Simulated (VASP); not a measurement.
Write the native input for VASP 6.6.1 that does the following.

```
Task                   : single point
Functional             : PBE
Dispersion             : D3(BJ)
Potentials or basis    : VASP PAW PBE potentials, release 64 (P, C, O)
Cutoff                 : 520 eV
k mesh                 : 6 × 6 × 2
Occupations            : gaussian, width 0.1 eV
Spin                   : no spin polarisation
Dipole correction      : no
Further INCAR settings : ALGO = Normal; EDIFF = 1e-06; NBANDS = 20
```

The structure of P2C2O lies in POSCAR:

```
P2C2O
1.0
    3.5343514500      0.0000000000      0.0000000000
   -1.7671757300      3.0608381500      0.0000000000
    0.0000000000      0.0000000000      7.6653698500
P C O
2 2 1
Direct
    0.3333333300      0.6666666700      0.0679462200
    0.6666666700      0.3333333300      0.9320537800
    0.3333333300      0.6666666700      0.2377277400
    0.6666666700      0.3333333300      0.7622722600
    0.0000000000      0.0000000000      0.5000000000
```

One way to write it, as run:

INCAR

```
SYSTEM = P2C2O
ALGO = Normal
EDIFF = 1E-6
ENCUT = 520
GGA = PE
ISIF = 2
ISMEAR = 0
IVDW = 12
LASPH = .True.
LCHARG = .False.
LREAL = .False.
LWAVE = .False.
NBANDS = 20
NELM = 80
PREC = Accurate
SIGMA = 0.1
```

KPOINTS

```
k-points
0
Gamma
  6 6 2
  0 0 0
```

Potentials or basis: VASP PAW PBE potentials, release 64 (P, C, O).

Launch:

```sh
$ cat potpaw_PBE.64/P/POTCAR potpaw_PBE.64/C/POTCAR potpaw_PBE.64/O/POTCAR > POTCAR
$ mpirun -np 1 vasp_std > vasp.out
```

It gave:

```yaml
Pressure: 48.3 GPa
Largest_force: 30.465 eV/Å
Band_gap_on_the_k_mesh: zero (band 12 reaches 1.12 eV, above the bottom of band 13 at 0.95 eV)
Dispersion_energy_per_atom: -0.221 eV
```

Caveat: the k points lie up to 0.41 Å⁻¹ apart; pairwise dispersion overbinds metals, which lowers pressure and volume; forces of over 1 eV/Å act on the atoms, so gaps and moduli don't describe the material at rest.

It took 34 s on 1 thread of AMD EPYC 7R43 64-Core Processor (Zen 3), with other jobs on the host, peak memory 0.18 GiB.
